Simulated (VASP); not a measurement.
Write the native input for VASP 6.6.1 that does the following.

| Property | Result |
| --- | --- |
| Task | single point |
| Functional | LDA |
| Potentials or basis | VASP PAW LDA potentials, release 64 (Ta_pv, N) |
| Cutoff | 520 eV |
| k mesh | 15 × 15 × 10 |
| Occupations | gaussian, width 0.1 eV |
| Spin | no spin polarisation |
| Dipole correction | no |
| Further INCAR settings | ALGO = Normal; EDIFF = 1e-06; NBANDS = 20 |

The structure of Ta2N lies in POSCAR:

```
Ta2N
1.0
    3.0618978585     -0.0000000028      0.0000000000
   -1.5309489268      2.6516813306      0.0000000000
    0.0000000000      0.0000000000      4.7872673886
Ta N
2 1
Direct
    0.6666666667      0.3333333333      0.7466925287
    0.3333333333      0.6666666667      0.2533074713
    0.0000000000      0.0000000000      0.0000000000
```

The input as run:

INCAR

```
PREC     = Accurate       # precision mode
ENCUT    = 520            # plane-wave cutoff, eV
EDIFF    = 1E-6           # SCF threshold, eV
ISMEAR   = 0              # smearing method
SIGMA    = 0.1            # smearing width, eV
LREAL    = F              # projectors in reciprocal space
LASPH    = T              # aspherical terms in the spheres
NELM     = 80             # most SCF steps
ALGO     = Normal         # electronic algorithm
ISIF     = 2              # what is computed and relaxed
LWAVE    = F              # write WAVECAR
LCHARG   = F              # write CHGCAR
GGA      = CA             # functional
NBANDS   = 20             # bands
```

KPOINTS

```
Automatic mesh
0
Gamma
  15 15 10
```

Potentials or basis: VASP PAW LDA potentials, release 64 (Ta_pv, N).

Run with:

```sh
$ cat potpaw_LDA.64/Ta_pv/POTCAR potpaw_LDA.64/N/POTCAR > POTCAR
$ mpirun -np 1 vasp_std > vasp.out
```

Results of the run:

```yaml
Pressure: 1.6 GPa
Largest_force: 0.050 eV/Å
Band_gap_on_the_k_mesh: zero (an odd number of electrons rules out a gap without spin polarisation)
```

Caveat: spin-orbit coupling is left out, which moves the levels of the heavy elements.

Wall time 79 s on 1 thread of AMD EPYC 9R45 96-Core Processor (Zen 5) (shared host), peak memory 0.24 GiB.
